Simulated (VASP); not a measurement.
# TiTe2 (P-3m1) in VASP: relaxation of cell and atoms with PBEsol

Aim: the relaxation of cell and atoms of TiTe2 with PBEsol.

Everything below comes from runs of VASP 6.6.1. Logs are shortened: lines on timing, memory, paths and dates and some standing lists are left out, and cuts for length are marked.

**1. The cell of the first run**

The structure is trigonal, space group P-3m1 (No. 164). Conventional cell: a = 3.696 Å, b = 3.696 Å, c = 6.384 Å, α = 90.00°, β = 90.00°, γ = 120.00°. Ti (site symmetry -3m) has 6 Te at 2.75 Å and 6 Ti at 3.70 Å within 3.7 Å. Within 3.7 Å of Te (site symmetry 3m) lie 3 Ti at 2.75 Å and 9 Te at 3.62 to 3.70 Å.

**2. Relaxation of cell and atoms, PBEsol**

The input, INCAR:

```
ALGO     = Normal         # electronic algorithm
EDIFF    = 1E-7           # SCF threshold, eV
EDIFFG   = -0.005         # ionic threshold
ENCUT    = 600            # plane-wave cutoff, eV
GGA      = PS             # functional
IBRION   = 2              # ionic algorithm
ISIF     = 3              # what is computed and relaxed
ISMEAR   = 0              # smearing method
LASPH    = T              # aspherical terms in the spheres
LCHARG   = F              # write CHGCAR
LREAL    = F              # projectors in reciprocal space
LWAVE    = F              # write WAVECAR
NELM     = 80             # most SCF steps
NSW      = 70             # ionic steps
PREC     = Accurate       # precision mode
SIGMA    = 0.1            # smearing width, eV
```

The input, KPOINTS:

```
k-points
0
Gamma
  12 12 8
```

The input, POSCAR:

```
TiTe2
1.0
    3.6960163674      0.0000000000      0.0000000000
   -1.8480081837      3.2008440670      0.0000000000
    0.0000000000      0.0000000000      6.3838697887
Ti Te
1 2
Direct
    0.0000000000      0.0000000000      0.0000000000
    0.6666666667      0.3333333333      0.2712099107
    0.3333333333      0.6666666667      0.7287900893
```

Potentials or basis: VASP PAW PBE potentials, release 64 (Ti_sv, Te).

On the command line:

```bash
> cat potpaw_PBE.64/Ti_sv/POTCAR potpaw_PBE.64/Te/POTCAR > POTCAR
> mpirun -np 1 vasp_std > vasp.out
```

OUTCAR:

```text
EDIFF = 1E-7
   EDIFFG = -0.005
   ENCUT = 600
   GGA = PS
   IBRION = 2
   ISIF = 3
   ISMEAR = 0
   LASPH = T
   LREAL = F
   NELM = 80
   NSW = 70
   PREC = Accurate

 ion  position               nearest neighbor table
   1  0.000  0.000  0.000-   2 2.75   3 2.75   2 2.75   3 2.75   2 2.75   3 2.75
   2  0.667  0.333  0.271-   1 2.75   1 2.75   1 2.75   3 3.62   3 3.62   3 3.62
   3  0.333  0.667  0.729-   1 2.75   1 2.75   1 2.75   2 3.62   2 3.62   2 3.62

  LATTYP: Found a hexagonal cell.
 ALAT       =     3.6960163674
 C/A-ratio  =     1.7272298481

  Lattice vectors:

 A1 = (   3.6960163674,   0.0000000000,   0.0000000000)
 A2 = (  -1.8480081837,   3.2008440670,   0.0000000000)
 A3 = (   0.0000000000,   0.0000000000,   6.3838697887)

Analysis of symmetry for initial positions (statically):
=====================================================================
 Subroutine PRICEL returns:
 Original cell was already a primitive cell.

 Routine SETGRP: Setting up the symmetry group for a
 hexagonal supercell.

 Subroutine GETGRP returns: Found 12 space group operations
 (whereof 12 operations were pure point group operations)
 out of a pool of 24 trial point group operations.

The static configuration has the point symmetry D_3d.

Analysis of symmetry for dynamics (positions and initial velocities):
=====================================================================
 Subroutine PRICEL returns:
 Original cell was already a primitive cell.

 Routine SETGRP: Setting up the symmetry group for a
 hexagonal supercell.

 Subroutine GETGRP returns: Found 12 space group operations
 (whereof 12 operations were pure point group operations)
 out of a pool of 24 trial point group operations.

The dynamic configuration has the point symmetry D_3d.

 Subroutine INISYM returns: Found 12 space group operations
 (whereof 12 operations are pure point group operations),
 and found     1 'primitive' translations

----------------------------------------------------------------------------------------

                                     Primitive cell

  volume of cell :      75.5236

  direct lattice vectors                    reciprocal lattice vectors
     3.696016367  0.000000000  0.000000000     0.270561572  0.156208797  0.000000000
    -1.848008184  3.200844067  0.000000000     0.000000000  0.312417593  0.000000000
     0.000000000  0.000000000  6.383869789     0.000000000  0.000000000  0.156644799

  length of vectors
     3.696016367  3.696016367  6.383869789     0.312417593  0.312417593  0.156644799

  position of ions in fractional coordinates (direct lattice)
     0.000000000  0.000000000  0.000000000
     0.666666667  0.333333333  0.271209911
     0.333333333  0.666666667  0.728790089

  ion indices of the primitive-cell ions
   primitive index   ion index
                 1           1
                 2           2
                 3           3

----------------------------------------------------------------------------------------

 KPOINTS: k-points

Automatic generation of k-mesh.
 Grid dimensions read from file:
 generate k-points for:   12   12    8

 Generating k-lattice:

  Cartesian coordinates                     Fractional coordinates (reciprocal lattice)
     0.022546798  0.013017400  0.000000000     0.083333333  0.000000000  0.000000000
     0.000000000  0.026034799  0.000000000     0.000000000  0.083333333  0.000000000
     0.000000000  0.000000000  0.019580600     0.000000000  0.000000000  0.125000000

  Length of vectors
     0.026034799  0.026034799  0.019580600

  Shift w.r.t. Gamma in fractional coordinates (k-lattice)
     0.000000000  0.000000000  0.000000000

 Subroutine IBZKPT returns following result:
 ===========================================

 Found    131 irreducible k-points:

 Following reciprocal coordinates:
            Coordinates               Weight
  0.000000  0.000000  0.000000      1.000000
  0.083333 -0.000000  0.000000      6.000000
  0.166667 -0.000000  0.000000      6.000000
  0.250000  0.000000  0.000000      6.000000
  0.333333 -0.000000  0.000000      6.000000
  0.416667 -0.000000  0.000000      6.000000
[... 16 lines left out ...]
  0.166667 -0.000000  0.125000      6.000000
  0.000000  0.166667  0.125000      6.000000
 [... further k-points ...]
   k-points           NKPTS =    131   k-points in BZ     NKDIM =    131   number of bands    NBANDS=     16
   number of dos      NEDOS =    301   number of ions     NIONS =      3
   total plane-waves  NPLWV =  48600
   dimension x,y,z NGX =    30 NGY =   30 NGZ =   54
   dimension x,y,z NGXF=    60 NGYF=   60 NGZF=  108
   ions per type =               1   2
   NGX,Y,Z   is equivalent  to a cutoff of  13.49, 13.49, 14.06 a.u.
   NGXF,Y,Z  is equivalent  to a cutoff of  26.99, 26.99, 28.12 a.u.
 SYSTEM =  unknown system
   PREC   = accura    normal or accurate (medium, high low for compatibility)
   ISTART =      0    job   : 0-new  1-cont  2-samecut
   ICHARG =      2    charge: 1-file 2-atom 10-const
   ISPIN  =      1    spin polarized calculation?
   LNONCOLLINEAR =      F non collinear calculations
   LSORBIT =      F    spin-orbit coupling
   LASPH  =      T    aspherical Exc in radial PAW
   ENCUT  =  600.0 eV  44.10 Ry    6.64 a.u.   7.38  7.38 12.75*2*pi/ulx,y,z
   NELM   =     80;   NELMIN=  2; NELMDL= -5     # of ELM steps
   EDIFF  = 0.1E-06   stopping-criterion for ELM
   LREAL  =      F    real-space projection
   EDIFFG = -.5E-02   stopping-criterion for IOM
   NSW    =     70    number of steps for IOM
   IBRION =      2    ionic relax: 0-MD 1-quasi-New 2-CG
   NFREE  =      1    steps in history (QN), initial steepest desc. (CG)
   ISIF   =      3    stress and relaxation
   ISYM   =      2    0-nonsym 1-usesym 2-fastsym
   POTIM  = 0.5000    time-step for ionic-motion
   TEBEG  =    0.0;   TEEND  =   0.0 temperature during run
   PSTRESS=    0.0 pullay stress
   NELECT =      24.0000    total number of electrons
   NUPDOWN=      -1.0000    fix difference up-down
   EMIN   =  10.00;   EMAX   =-10.00  energy-range for DOS
   EFERMI =   0.00;   METHOD = LEGACY
   ISMEAR =     0;   SIGMA  =   0.10  broadening in eV -4-tet -1-fermi 0-gaus
   EFERMI_NEDOS =   21; number of points for ismear=-14 and -15
   IALGO  =     38    algorithm
   IMIX   =      4    mixing-type and parameters
     AMIX     =   0.40;   BMIX     =  1.00
     AMIX_MAG =   1.60;   BMIX_MAG =  1.00
  volume/ion in A,a.u.               =      25.17       169.89
  Fermi-wavevector in a.u.,A,eV,Ry     =   1.117166  2.111138 16.980890  1.248060
  Thomas-Fermi vector in A             =   2.253787
   LORBIT       =      0    0 simple, 1 ext, 2 COOP (PROOUT), +10 PAW based schemes
   GGA     = PS    functional components
   LHFCALC =     F    Hartree Fock is set to
   AEXX    =    0.0000 exact exchange contribution
   IVDW    =     0    specifies the selected vdW correction
   LEPSILON=     F    determine dielectric tensor
   LRPA    =     F    only Hartree local field effects (RPA)
 conjugate gradient relaxation of ions
 non-spin polarized calculation
 Gauss-broadening in eV      SIGMA  =   0.10
  energy-cutoff  :      600.00
  volume of cell :       75.52
 maximum number of plane-waves:      2557
 NGX is ok and might be reduce to    30
   NGX = 15   NGY = 15   NGZ = 25

--------------------------------------- Ionic step        1  -------------------------------------------

 number of electron      24.0000000 magnetization

 Free energy of the ion-electron system (eV)
  ---------------------------------------------------
  ext. energy  EPLUGINS =         0.00000000
  ---------------------------------------------------
  free energy    TOTEN  =       -17.54123637 eV

  energy without entropy =      -17.53520571  energy(sigma->0) =      -17.53822104

------------------------ aborting loop because EDIFF is reached ----------------------------------------

  FORCE on cell =-STRESS in cart. coord.  units (eV):
  Direction    XX          YY          ZZ          XY          YZ          ZX
  --------------------------------------------------------------------------------------
  -------------------------------------------------------------------------------------
  Total       -0.0576242     -0.0576242     -0.0549603      0.0000000      0.0000000      0.0000000
  in kB       -1.2224563     -1.2224563     -1.1659420      0.0000000      0.0000000      0.0000000
  external PRESSURE =      -1.2036182 kB  Pullay stress =       0.0000000 kB
[... 92 lines left out ...]
  FREE ENERGIE OF THE ION-ELECTRON SYSTEM (eV)
  ---------------------------------------------------
  free  energy   TOTEN  =       -17.5418994896 eV

  energy  without entropy=      -17.5358478931  energy(sigma->0) =      -17.53887369

[... ionic steps 4 to 7 ...]

--------------------------------------- Ionic step        8  -------------------------------------------

 number of electron      24.0000001 magnetization

------------------------ aborting loop because EDIFF is reached ----------------------------------------

  FORCE on cell =-STRESS in cart. coord.  units (eV):
  Direction    XX          YY          ZZ          XY          YZ          ZX
  --------------------------------------------------------------------------------------
  -------------------------------------------------------------------------------------
  Total       -0.0345676     -0.0345676     -0.0334667      0.0000000      0.0000000      0.0000000
  in kB       -0.7267456     -0.7267456     -0.7035999      0.0000000      0.0000000      0.0000000
  external PRESSURE =      -0.7190304 kB  Pullay stress =       0.0000000 kB
[... 59 lines left out ...]
  energy  without entropy=      -17.5374138595  energy(sigma->0) =      -17.54036826

--------------------------------------- Ionic step       10  -------------------------------------------

 number of electron      24.0000001 magnetization

 Free energy of the ion-electron system (eV)
  ---------------------------------------------------
  ext. energy  EPLUGINS =         0.00000000
  ---------------------------------------------------
  free energy    TOTEN  =       -17.54335041 eV

  energy without entropy =      -17.53742498  energy(sigma->0) =      -17.54038769

 E-fermi :   7.3454     XC(G=0): -10.2628

 val. band max:        7.3410863252   @ k =   0.3333  -0.0000   0.5000
 cond. band min:       7.3457233164   @ k =   0.0000   0.4167   0.2500
 fundamental gap:      0.0046369913
 Fermi energy:         7.3453747790

 k-point     1 :       0.0000    0.0000    0.0000
  band No.  band energies     occupation
      1     -49.7775      2.00000
      2     -26.1436      2.00000
      3     -26.1436      2.00000
      4     -26.1117      2.00000
      5      -5.3852      2.00000
      6      -3.7524      2.00000
[... 8 lines left out ...]
     15       8.6463      0.00000
     16      10.5380      0.00000
[... 420 lines left out ...]
  band No.  band energies     occupation
      1     -49.7765      2.00000
      2     -26.1574      2.00000
      3     -26.1468      2.00000
      4     -26.1085      2.00000
      5      -5.0110      2.00000
      6      -3.6620      2.00000
[... 8 lines left out ...]
     15       8.6824      0.00000
     16      10.2070      0.00000

 [... further k-points ...]
[... 5 lines left out ...]
  --------------------------------------------------------------------------------------
  -------------------------------------------------------------------------------------
  Total        0.0055619      0.0055619     -0.0050516      0.0000000      0.0000000      0.0000000
  in kB        0.1170393      0.1170393     -0.1063004      0.0000000      0.0000000      0.0000000
  external PRESSURE =       0.0425927 kB  Pullay stress =       0.0000000 kB
[... 18 lines left out ...]
  FREE ENERGIE OF THE ION-ELECTRON SYSTEM (eV)
  ---------------------------------------------------
  free  energy   TOTEN  =       -17.5433504081 eV

  energy  without entropy=      -17.5374249806  energy(sigma->0) =      -17.54038769

 reached required accuracy - stopping structural energy minimisation
```

It took 10 min on 1 thread of Intel Xeon 6975P-C (Granite Rapids), shared host; peak memory 0.37 GiB.

What came out:

```yaml
Free_energy: -17.5434 eV
Relaxed_volume: 25.38 Å³/atom
Relaxed_cell: a = 3.696 Å, b = 3.696 Å, c = 6.436 Å, α = 90.00°, β = 90.00°, γ = 120.00°
Space_group_after_relaxing_to_0.1_Å: P-3m1 (No. 164)
Energy_gained_by_relaxing: 0.7 meV/atom
Ionic_steps: 10
Pressure_after_relaxing: 0.0 GPa
Largest_force_after_relaxing: 0.005 eV/Å
Band_gap_on_the_k_mesh: zero (bands 12 and 13 overlap by 0.85 eV)
```

Forces in eV/Å, atoms in the order of the input:
```
Ti   0.000  0.000  0.000
Te   0.000  0.000 -0.005
Te   0.000  0.000  0.005
```

The path:
```tsv
step	energy change (eV)	largest force (eV/Å)	pressure (GPa)	volume (Å³)
1	0.0000	0.1098	-0.12	75.52
2	-0.0007	0.0335	0.27	75.32
3	-0.0007	0.0333	0.28	75.32
4	-0.0013	0.0210	0.19	75.55
5	-0.0019	0.0066	0.01	76.11
6	-0.0020	0.0085	0.00	76.16
7	-0.0021	0.0038	-0.04	76.18
8	-0.0021	0.0137	-0.07	76.21
9	-0.0021	0.0051	0.09	76.06
10	-0.0021	0.0048	0.00	76.14
```

Final structure:
```xyz
3
Lattice="3.6959 0.0000 0.0000 -1.8479 3.2007 0.0000 0.0000 0.0000 6.4362" Properties=species:S:1:pos:R:3 pbc="T T T"
Ti    0.0000    0.0000    0.0000
Te    1.8479    1.0669    1.7248
Te    0.0000    2.1338    4.7115
```

Caveat: the PAW data sets were made with another functional, which shifts forces and pressure a little; spin-orbit coupling is left out, which moves the levels of the heavy elements; this functional lacks dispersion, which binds the layers, so the pressure and a relaxed spacing across them are unreliable. Zero-point motion and thermal expansion aren't in these numbers.
